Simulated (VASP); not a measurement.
A run of VASP 6.6.1 is set up as follows.

Contents of INCAR:

```
SYSTEM = HC12
PREC     = Accurate       ! precision mode
ENCUT    = 520            ! plane-wave cutoff, eV
EDIFF    = 1E-6           ! SCF threshold, eV
ISMEAR   = 0              ! smearing method
SIGMA    = 0.05           ! smearing width, eV
LREAL    = .False.        ! projectors in reciprocal space
LASPH    = .True.         ! aspherical terms in the spheres
NELM     = 150            ! most SCF steps
ALGO     = Normal         ! electronic algorithm
ISIF     = 2              ! what is computed and relaxed
LWAVE    = .False.        ! write WAVECAR
LCHARG   = .False.        ! write CHGCAR
ISPIN    = 2              ! spin polarisation
MAGMOM   = 0 0 0 0 0 0 0 0 0 0 0 0 1 ! initial moments
LORBIT   = 11             ! projections on sites
LDIPOL   = .True.       
IDIPOL   = 3            
DIPOL    = 0.5 0.5 0.300
GGA      = PE             ! functional
IVDW     = 12             ! dispersion correction
NBANDS   = 40             ! bands
```

The input KPOINTS:

```
regular mesh
0
Gamma
  6 7 1
  0 0 0
```

File POSCAR:

```
HC12
1.0
    4.9311586502      0.0000000000      0.0000000000
    0.0000000000      4.0098697767      0.0000000000
    0.0000000000      0.0000000000     21.6014232414
C H
12 1
Direct
    0.2500000000      0.3776970832      0.1851729840
    0.7500000000      0.3776970832      0.1851729840
    0.0000000000      0.4720802753      0.2130426460
    0.5000000000      0.4720802753      0.2130426460
    0.0000000000      0.6609562027      0.2688143161
    0.5000000000      0.6609562027      0.2688143161
    0.2500000000      0.7503681903      0.2962457608
    0.7500000000      0.7503681903      0.2962457608
    0.2500000000      0.9412921293      0.3552728042
    0.7500000000      0.9412921293      0.3552728042
    0.0000000000      0.0234303656      0.3796705036
    0.5000000000      0.0234303656      0.3796705036
    0.2500000000      0.6900970322      0.5092915924
```

Potentials or basis: VASP PAW PBE potentials, release 64 (C, H).

Command:

```console
$ cat potpaw_PBE.64/C/POTCAR potpaw_PBE.64/H/POTCAR > POTCAR
$ mpirun -np 1 vasp_std > vasp.out
```

(1) What does it give for the band gap on the k mesh?

(2) What does it give for the largest force?

## Answers

(1) 0.03 eV (least direct gap 0.06 eV).

(2) 3.269 eV/Å.

Caveat: a moment this small can come from the mesh or the smearing.
